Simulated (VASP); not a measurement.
# In6As (P4/nmm) in VASP: single point with PBE

Aim: the single point of In6As with PBE.

Program: VASP 6.6.1. These are calculated values, not measurements. Logs are shortened: lines on timing, memory, paths and dates and some standing lists are left out, and cuts for length are marked.

### 1 The cell of the first run

It takes space group P4/nmm (No. 129, tetragonal). Conventional cell: a = 4.664 Å, b = 4.664 Å, c = 18.007 Å, α = 90.00°, β = 90.00°, γ = 90.00°. In (site symmetry -4m2) has 12 In at 3.30 to 3.46 Å within 4.3 Å. Within 4.3 Å of In (site symmetry 4mm) lie 12 In at 3.30 to 3.47 Å. In (site symmetry 4mm) has 12 In at 3.30 to 3.46 Å within 4.3 Å. In (site symmetry -4m2) has 4 As at 2.91 Å and 6 In at 3.30 to 3.91 Å within 4.0 Å. In (site symmetry 2mm) has 2 As at 3.18 Å and 9 In at 3.30 to 3.91 Å within 4.2 Å. Within 3.8 Å of As (site symmetry 4mm) lie 8 In at 2.91 to 3.18 Å.

### 2 Single point, PBE

File INCAR:

```
PREC = Accurate ; ENCUT = 500
EDIFF = 1E-6 ; ISMEAR = 0
SIGMA = 0.2 ; LREAL = F
LASPH = T ; NELM = 120
ALGO = Normal ; ISIF = 2
LWAVE = F ; LCHARG = T
GGA = PE ; LELF = T
LVHAR = T ; NBANDS = 96
GGA_COMPAT = F
```

File KPOINTS:

```
Automatic mesh
0
Gamma
  6 6 2
```

File POSCAR:

```
In6As
1.0
    4.6640837877      0.0000000000      0.0000000000
    0.0000000000      4.6640837877      0.0000000000
    0.0000000000      0.0000000000     18.0071915368
In As
12 2
Direct
    0.5000000000      0.5000000000      0.5000000000
    0.0000000000      0.0000000000      0.5000000000
    0.5000000000      0.0000000000      0.6401883293
    1.0000000000      0.5000000000      0.6416734846
    0.5000000000      0.5000000000      0.0000000000
    0.0000000000      1.0000000000      0.0000000000
    0.5000000000      0.5000000000      0.7830460194
    0.0000000000      1.0000000000      0.7830460194
    0.0000000000      0.0000000000      0.2169539806
    0.5000000000      0.5000000000      0.2169539806
    1.0000000000      0.5000000000      0.3598116707
    0.5000000000      0.0000000000      0.3583265154
    0.5000000000      0.0000000000      0.9033256508
    0.0000000000      0.5000000000      0.0966743492
```

Potentials or basis: VASP PAW PBE potentials, release 64 (In_d, As).

Command:

```bash
> cat potpaw_PBE.64/In_d/POTCAR potpaw_PBE.64/As/POTCAR > POTCAR
> mpirun -np 1 vasp_std > vasp.out
```

OUTCAR:

```text
PREC = Accurate
   ENCUT = 500
   EDIFF = 1E-6
   ISMEAR = 0
   LREAL = F
   LASPH = T
   NELM = 120
   ISIF = 2
   GGA = PE

 ion  position               nearest neighbor table
   1  0.500  0.500  0.500-   2 3.30   2 3.30   2 3.30   2 3.30   3 3.44  11 3.44  11 3.44   3 3.44
                             4 3.46   4 3.46  12 3.46  12 3.46
   2  0.000  0.000  0.500-   1 3.30   1 3.30   1 3.30   1 3.30  11 3.44  11 3.44   3 3.44   3 3.44
                             4 3.46   4 3.46  12 3.46  12 3.46
   3  0.500  0.000  0.640-   4 3.30   4 3.30   4 3.30   4 3.30   2 3.44   2 3.44   1 3.44   1 3.44
                             7 3.47   8 3.47   8 3.47   7 3.47
   4  0.000  0.500  0.642-   3 3.30   3 3.30   3 3.30   3 3.30   8 3.45   8 3.45   7 3.45   7 3.45
                             1 3.46   2 3.46   2 3.46   1 3.46
   5  0.500  0.500  0.000-  13 2.91  14 2.91  13 2.91  14 2.91   6 3.30   6 3.30   6 3.30   6 3.30
                            10 3.91   7 3.91
   6  0.000  0.000  0.000-  13 2.91  14 2.91  14 2.91  13 2.91   5 3.30   5 3.30   5 3.30   5 3.30
                             9 3.91   8 3.91
   7  0.500  0.500  0.783-  13 3.18  13 3.18   8 3.30   8 3.30   8 3.30   8 3.30   4 3.45   4 3.45
                             3 3.47   3 3.47   5 3.91
   8  0.000  0.000  0.783-  13 3.18  13 3.18   7 3.30   7 3.30   7 3.30   7 3.30   4 3.45   4 3.45
                             3 3.47   3 3.47   6 3.91
   9  0.000  0.000  0.217-  14 3.18  14 3.18  10 3.30  10 3.30  10 3.30  10 3.30  12 3.45  12 3.45
                            11 3.47  11 3.47   6 3.91
  10  0.500  0.500  0.217-  14 3.18  14 3.18   9 3.30   9 3.30   9 3.30   9 3.30  12 3.45  12 3.45
                            11 3.47  11 3.47   5 3.91
  11  0.000  0.500  0.360-  12 3.30  12 3.30  12 3.30  12 3.30   2 3.44   1 3.44   1 3.44   2 3.44
                            10 3.47  10 3.47   9 3.47   9 3.47
  12  0.500  0.000  0.358-  11 3.30  11 3.30  11 3.30  11 3.30  10 3.45   9 3.45   9 3.45  10 3.45
                             2 3.46   1 3.46   2 3.46   1 3.46
  13  0.500  0.000  0.903-   5 2.91   6 2.91   5 2.91   6 2.91   7 3.18   7 3.18   8 3.18   8 3.18

  14  0.000  0.500  0.097-   5 2.91   6 2.91   6 2.91   5 2.91   9 3.18   9 3.18  10 3.18  10 3.18

  LATTYP: Found a simple tetragonal cell.
 ALAT       =     4.6640837877
 C/A-ratio  =     3.8608207649

  Lattice vectors:

 A1 = (   4.6640837877,   0.0000000000,   0.0000000000)
 A2 = (   0.0000000000,   4.6640837877,   0.0000000000)
 A3 = (   0.0000000000,   0.0000000000,  18.0071915368)

Analysis of symmetry for initial positions (statically):
=====================================================================
 Subroutine PRICEL returns:
 Original cell was already a primitive cell.

 Routine SETGRP: Setting up the symmetry group for a
 simple tetragonal supercell.

 Subroutine GETGRP returns: Found 16 space group operations
 (whereof  8 operations were pure point group operations)
 out of a pool of 16 trial point group operations.

The static configuration has the point symmetry D_2d.
 The point group associated with its full space group is D_4h.

Analysis of symmetry for dynamics (positions and initial velocities):
=====================================================================
 Subroutine PRICEL returns:
 Original cell was already a primitive cell.

 Routine SETGRP: Setting up the symmetry group for a
 simple tetragonal supercell.

 Subroutine GETGRP returns: Found 16 space group operations
 (whereof  8 operations were pure point group operations)
 out of a pool of 16 trial point group operations.

The dynamic configuration has the point symmetry D_2d.
 The point group associated with its full space group is D_4h.

 Subroutine INISYM returns: Found 16 space group operations
 (whereof  8 operations are pure point group operations),
 and found     1 'primitive' translations

----------------------------------------------------------------------------------------

                                     Primitive cell

  volume of cell :     391.7226

  direct lattice vectors                    reciprocal lattice vectors
     4.664083788  0.000000000  0.000000000     0.214404382  0.000000000  0.000000000
     0.000000000  4.664083788  0.000000000     0.000000000  0.214404382  0.000000000
     0.000000000  0.000000000 18.007191537     0.000000000  0.000000000  0.055533368

  length of vectors
     4.664083788  4.664083788 18.007191537     0.214404382  0.214404382  0.055533368

  position of ions in fractional coordinates (direct lattice)
     0.500000000  0.500000000  0.500000000
     0.000000000  0.000000000  0.500000000
     0.500000000  0.000000000  0.640188329
     0.000000000  0.500000000  0.641673485
     0.500000000  0.500000000  0.000000000
     0.000000000  0.000000000  0.000000000
     0.500000000  0.500000000  0.783046019
     0.000000000  0.000000000  0.783046019
     0.000000000  0.000000000  0.216953981
     0.500000000  0.500000000  0.216953981
     0.000000000  0.500000000  0.359811671
     0.500000000  0.000000000  0.358326515
     0.500000000  0.000000000  0.903325651
     0.000000000  0.500000000  0.096674349

  ion indices of the primitive-cell ions
   primitive index   ion index
                 1           1
                 2           2
                 3           3
                 4           4
                 5           5
                 6           6
                 7           7
                 8           8
                 9           9
                10          10
                11          11
                12          12
                13          13
                14          14

----------------------------------------------------------------------------------------

 KPOINTS: Automatic mesh

Automatic generation of k-mesh.
 Grid dimensions read from file:
 generate k-points for:    6    6    2

 Generating k-lattice:

  Cartesian coordinates                     Fractional coordinates (reciprocal lattice)
     0.035734064  0.000000000  0.000000000     0.166666667  0.000000000  0.000000000
     0.000000000  0.035734064  0.000000000     0.000000000  0.166666667  0.000000000
     0.000000000  0.000000000  0.027766684     0.000000000  0.000000000  0.500000000

  Length of vectors
     0.035734064  0.035734064  0.027766684

  Shift w.r.t. Gamma in fractional coordinates (k-lattice)
     0.000000000  0.000000000  0.000000000

 Subroutine IBZKPT returns following result:
 ===========================================

 Found     20 irreducible k-points:

 Following reciprocal coordinates:
            Coordinates               Weight
  0.000000  0.000000  0.000000      1.000000
  0.166667  0.000000  0.000000      4.000000
  0.333333  0.000000  0.000000      4.000000
  0.500000  0.000000  0.000000      2.000000
  0.166667  0.166667  0.000000      4.000000
  0.333333  0.166667  0.000000      8.000000
[... 12 lines left out ...]
  0.500000  0.333333  0.500000      4.000000
  0.500000  0.500000  0.500000      1.000000
   k-points           NKPTS =     20   k-points in BZ     NKDIM =     20   number of bands    NBANDS=     96
   number of dos      NEDOS =    301   number of ions     NIONS =     14
   total plane-waves  NPLWV = 181440
   dimension x,y,z NGX =    36 NGY =   36 NGZ =  140
   dimension x,y,z NGXF=    72 NGYF=   72 NGZF=  280
   ions per type =              12   2
   NGX,Y,Z   is equivalent  to a cutoff of  12.83, 12.83, 12.93 a.u.
   NGXF,Y,Z  is equivalent  to a cutoff of  25.66, 25.66, 25.85 a.u.
 SYSTEM =  unknown system
   PREC   = accura    normal or accurate (medium, high low for compatibility)
   ISTART =      0    job   : 0-new  1-cont  2-samecut
   ICHARG =      2    charge: 1-file 2-atom 10-const
   ISPIN  =      1    spin polarized calculation?
   LNONCOLLINEAR =      F non collinear calculations
   LSORBIT =      F    spin-orbit coupling
   LASPH  =      T    aspherical Exc in radial PAW
   ENCUT  =  500.0 eV  36.75 Ry    6.06 a.u.   8.50  8.50 32.83*2*pi/ulx,y,z
   NELM   =    120;   NELMIN=  2; NELMDL= -5     # of ELM steps
   EDIFF  = 0.1E-05   stopping-criterion for ELM
   LREAL  =      F    real-space projection
   EDIFFG = 0.1E-04   stopping-criterion for IOM
   NSW    =      0    number of steps for IOM
   IBRION =     -1    ionic relax: 0-MD 1-quasi-New 2-CG
   NFREE  =      0    steps in history (QN), initial steepest desc. (CG)
   ISIF   =      2    stress and relaxation
   ISYM   =      2    0-nonsym 1-usesym 2-fastsym
   POTIM  = 0.5000    time-step for ionic-motion
   TEBEG  =    0.0;   TEEND  =   0.0 temperature during run
   PSTRESS=    0.0 pullay stress
   NELECT =     166.0000    total number of electrons
   NUPDOWN=      -1.0000    fix difference up-down
   EMIN   =  10.00;   EMAX   =-10.00  energy-range for DOS
   EFERMI =   0.00;   METHOD = LEGACY
   ISMEAR =     0;   SIGMA  =   0.20  broadening in eV -4-tet -1-fermi 0-gaus
   EFERMI_NEDOS =   21; number of points for ismear=-14 and -15
   IALGO  =     38    algorithm
   IMIX   =      4    mixing-type and parameters
     AMIX     =   0.40;   BMIX     =  1.00
     AMIX_MAG =   1.60;   BMIX_MAG =  1.00
  volume/ion in A,a.u.               =      27.98       188.82
  Fermi-wavevector in a.u.,A,eV,Ry     =   1.229659  2.323718 20.572837  1.512061
  Thomas-Fermi vector in A             =   2.364538
   LORBIT       =      0    0 simple, 1 ext, 2 COOP (PROOUT), +10 PAW based schemes
   GGA     = PE    functional components
   LHFCALC =     F    Hartree Fock is set to
   AEXX    =    0.0000 exact exchange contribution
   IVDW    =     0    specifies the selected vdW correction
   LEPSILON=     F    determine dielectric tensor
   LRPA    =     F    only Hartree local field effects (RPA)
 non-spin polarized calculation
 Gauss-broadening in eV      SIGMA  =   0.20
  energy-cutoff  :      500.00
  volume of cell :      391.72
 maximum number of plane-waves:      9994
 NGX is ok and might be reduce to    36
   NGX = 17   NGY = 17   NGZ = 65

 number of electron     165.9999908 magnetization

 Free energy of the ion-electron system (eV)
  ---------------------------------------------------
  ext. energy  EPLUGINS =         0.00000000
  ---------------------------------------------------
  free energy    TOTEN  =       -39.86333875 eV

  energy without entropy =      -39.72153057  energy(sigma->0) =      -39.79243466

 E-fermi :   6.3266     XC(G=0):  -9.7159

 val. band max:        6.3121000383   @ k =   0.3333   0.1667   0.0000
 cond. band min:       6.3285953217   @ k =   0.3333   0.1667   0.5000
 fundamental gap:      0.0164952834
 Fermi energy:         6.3265573113

 k-point     1 :       0.0000    0.0000    0.0000
  band No.  band energies     occupation
      1      -8.5916      2.00000
      2      -8.5803      2.00000
      3      -8.5296      2.00000
      4      -8.5032      2.00000
      5      -8.4735      2.00000
      6      -8.4667      2.00000
[... 87 lines left out ...]
     94       8.5435      0.00000
     95       8.7087      0.00000

 k-point     2 :       0.1667    0.0000    0.0000
  band No.  band energies     occupation
      1      -8.5607      2.00000
      2      -8.5539      2.00000
      3      -8.4963      2.00000
      4      -8.4719      2.00000
      5      -8.4541      2.00000
      6      -8.4474      2.00000
[... 1753 lines left out ...]
     94       9.2730      0.00000
     95       9.7920      0.00000

 k-point    20 :       0.5000    0.5000    0.5000
  band No.  band energies     occupation
      1      -8.5049      2.00000
      2      -8.5049      2.00000
      3      -8.4774      2.00000
      4      -8.4774      2.00000
      5      -8.3696      2.00000
      6      -8.3696      2.00000
[... 87 lines left out ...]
     94       9.8590      0.00000
     95      10.2576      0.00000
 [bands above 95 left out]

------------------------ aborting loop because EDIFF is reached ----------------------------------------

  FORCE on cell =-STRESS in cart. coord.  units (eV):
  Direction    XX          YY          ZZ          XY          YZ          ZX
  --------------------------------------------------------------------------------------
  -------------------------------------------------------------------------------------
  Total        0.1327702      0.1327702      0.1470433      0.0000000     -0.0000000      0.0000000
  in kB        0.5430411      0.5430411      0.6014189      0.0000000     -0.0000000      0.0000000
  external PRESSURE =       0.5625003 kB  Pullay stress =       0.0000000 kB

 VOLUME and BASIS-vectors are now :
 -----------------------------------------------------------------------------
  energy-cutoff  :      500.00
  volume of cell :      391.72
      direct lattice vectors                 reciprocal lattice vectors
     4.664083788  0.000000000  0.000000000     0.214404382  0.000000000  0.000000000
     0.000000000  4.664083788  0.000000000     0.000000000  0.214404382  0.000000000
     0.000000000  0.000000000 18.007191537     0.000000000  0.000000000  0.055533368

 POSITION                                       TOTAL-FORCE (eV/Angst)
 -----------------------------------------------------------------------------------
      2.33204      2.33204      9.00360        -0.000000     -0.000000     -0.000000
      0.00000      0.00000      9.00360         0.000000     -0.000000     -0.000000
      2.33204      0.00000     11.52799         0.000000     -0.000000     -0.053958
      0.00000      2.33204     11.55474         0.000000     -0.000000      0.043889
      2.33204      2.33204      0.00000         0.000000     -0.000000     -0.000000
      0.00000      0.00000      0.00000        -0.000000      0.000000     -0.000000
      2.33204      2.33204     14.10046        -0.000000     -0.000000      0.002451
      0.00000      0.00000     14.10046         0.000000     -0.000000      0.002451
      0.00000      0.00000      3.90673         0.000000      0.000000     -0.002451
      2.33204      2.33204      3.90673         0.000000      0.000000     -0.002451
      0.00000      2.33204      6.47920         0.000000     -0.000000      0.053958
      2.33204      0.00000      6.45245        -0.000000     -0.000000     -0.043889
      2.33204      0.00000     16.26636         0.000000     -0.000000      0.022483
      0.00000      2.33204      1.74083         0.000000     -0.000000     -0.022483
 -----------------------------------------------------------------------------------
    total drift:                                0.000000      0.000000      0.000000

  FREE ENERGIE OF THE ION-ELECTRON SYSTEM (eV)
  ---------------------------------------------------
  free  energy   TOTEN  =       -39.8633387465 eV

  energy  without entropy=      -39.7215305696  energy(sigma->0) =      -39.79243466
```

Wall time 18 min (1 thread of Intel Xeon 6975P-C (Granite Rapids), shared host); peak memory 0.71 GiB.

What came out:

```yaml
Free_energy: -39.8633 eV
Pressure: 0.1 GPa
Largest_force: 0.054 eV/Å
Band_gap_on_the_k_mesh: zero (bands 83 and 84 overlap by 2.40 eV)
```

Forces in eV/Å, atoms in the order of the input:
```
In   0.000  0.000  0.000
In   0.000  0.000  0.000
In   0.000  0.000 -0.054
In   0.000  0.000  0.044
In   0.000  0.000  0.000
In   0.000  0.000  0.000
In   0.000  0.000  0.002
In   0.000  0.000  0.002
In   0.000  0.000 -0.002
In   0.000  0.000 -0.002
In   0.000  0.000  0.054
In   0.000  0.000 -0.044
As   0.000  0.000  0.022
As   0.000  0.000 -0.022
```

Levels at points of the mesh, in eV from the Fermi level:
| k point | band 80 | band 81 | band 82 | band 83 | band 84 | band 85 | band 86 | band 87 |
| --- | --- | --- | --- | --- | --- | --- | --- | --- |
| (0.00, 0.00, 0.00) | -1.52 | -1.10 | -0.50 | -0.50 | -0.36 | -0.09 | 0.03 | 0.03 |
| (0.50, 0.00, 0.00) | -0.51 | 0.57 | 0.57 | 0.92 | 0.92 | 0.96 | 0.96 | 1.12 |
| (0.50, 0.50, 0.00) | -2.66 | -1.48 | -1.48 | -1.14 | -1.14 | -1.03 | -1.03 | -0.20 |
| (0.00, 0.00, 0.50) | -1.33 | -1.15 | -1.12 | -0.87 | -0.87 | 0.08 | 0.55 | 0.55 |
| (0.50, 0.00, 0.50) | -0.04 | 0.34 | 0.34 | 0.55 | 0.55 | 1.22 | 1.22 | 1.33 |
| (0.50, 0.50, 0.50) | -2.50 | -2.39 | -2.39 | -1.47 | -1.47 | -0.05 | -0.05 | 0.29 |

Caveat: spin-orbit coupling is left out, which moves the levels of the heavy elements.
